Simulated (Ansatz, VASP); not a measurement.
One calculation of NiO, two programs

```xyz
2
Lattice="0.0000 2.0529 2.0529 2.0529 0.0000 2.0529 2.0529 2.0529 0.0000" Properties=species:S:1:pos:R:3 pbc="T T T"
Ni    0.0000    0.0000    0.0000
O     2.0529    2.0529    2.0529
```

Alike in both runs: task relaxation of cell and atoms; functional PBEsol; k mesh 18 × 18 × 18; occupations gaussian, width 0.1 eV; collinear spin.

|  | VASP | Ansatz |
| --- | --- | --- |
| version | VASP 6.6.1 | Ansatz 0.2.0 |
| potentials or method | VASP PAW PBE potentials, release 64 (Ni, O), cutoff 600 eV | scalar-relativistic, plane waves, PAW |
| valence electrons in the cell | 16 | 24 |

VASP gave:

- gap on the k mesh at the Fermi level, each at its own relaxed structure (eV): none
- net moment per atom (μB): 0.43
- size of the moment on the site where the two differ most (μB): 0.73
- relaxed volume (Å³/atom): 8.63
- relaxed cell length with the largest relative difference (Å): 2.901

Q: Estimate Ansatz's values.

A: gap on the k mesh at the Fermi level, each at its own relaxed structure (eV): none; net moment per atom (μB): 0.63; size of the moment on the site where the two differ most (μB): 1.04; relaxed volume (Å³/atom): 8.72; relaxed cell length with the largest relative difference (Å): 2.911.

The net moments are unlike, so the other rows may belong to different states. VASP's potentials were made for PBE, not for PBEsol. Site moments also hang on the region over which each program counts them. A gap of «none» marks a metal or a gap that the smearing closes. VASP's potentials hold 16 valence electrons a cell and Ansatz's 24, so a difference there can come from the potentials and not from the codes.
